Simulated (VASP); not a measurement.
MoSe: single point with PBE+U

Crystal: MoSe.

```
Mo Se
1.0
     0.00000    3.30062    3.30062
     3.30062    0.00000    3.30062
     3.30062    3.30062    0.00000
Mo Se
1 1
Direct
  0.00000 0.00000 0.00000
  0.25000 0.25000 0.25000
```

```yaml
Program: VASP 6.6.1
Task: single point
Functional: PBE
Potentials_or_basis: VASP PAW PBE potentials, release 64 (Mo_sv, Se)
Cutoff: 520 eV
k_mesh: 12 × 12 × 12
Occupations: gaussian, width 0.1 eV
Spin: collinear spin
Starting_moments: "[2.0, 0.0] μB"
Hubbard_terms: Mo d U = 4.38 eV
```

| Quantity | Value |
| --- | --- |
| Pressure | -5.9 GPa |
| Band gap on the k mesh | zero (filled and empty bands overlap) |
| Net moment | 4.00 μB per cell |
| Site moments | Mo +3.71; Se -0.26 μB |
| Valence electrons inside the program's atomic spheres | Mo 12.10; Se 3.77 |

Levels at points of the mesh, in eV from the Fermi level:
Spin up:
```csv
k point,band 10,band 11,band 12,band 13,band 14,band 15
"(0.00, 0.00, 0.00)",-2.22,0.08,1.38,1.38,1.38,5.87
"(0.50, 0.00, 0.00)",-2.01,-1.43,0.41,0.41,2.36,5.68
"(0.50, 0.50, 0.00)",-1.72,-1.65,-0.67,-0.67,3.29,4.50
```
Spin down:
```tsv
k point	band 4	band 5	band 6	band 7	band 8	band 9	band 10	band 11	band 12	band 13
(0.00, 0.00, 0.00)	-33.00	-12.81	-2.38	-2.38	-2.38	1.22	3.34	3.34	5.05	5.05
(0.50, 0.00, 0.00)	-33.00	-12.60	-3.49	-2.34	-2.34	2.93	3.45	3.45	3.69	4.11
(0.50, 0.50, 0.00)	-33.00	-12.54	-3.51	-2.41	-2.41	1.85	2.80	3.81	3.81	4.03
```

Eigenvalues of the final occupation matrices:
| site | spin | trace | eigenvalues |
| --- | --- | --- | --- |
| site 1 d | 1 | 3.78 | 0.70 0.70 0.70 0.83 0.83 |
| site 1 d | 2 | 0.14 | 0.01 0.01 0.04 0.04 0.04 |

It took 97 s on 1 thread of Intel(R) Xeon(R) 6975P-C (Granite Rapids) (shared host), peak memory 0.35 GiB.

Caveat: the cell stands under tension.
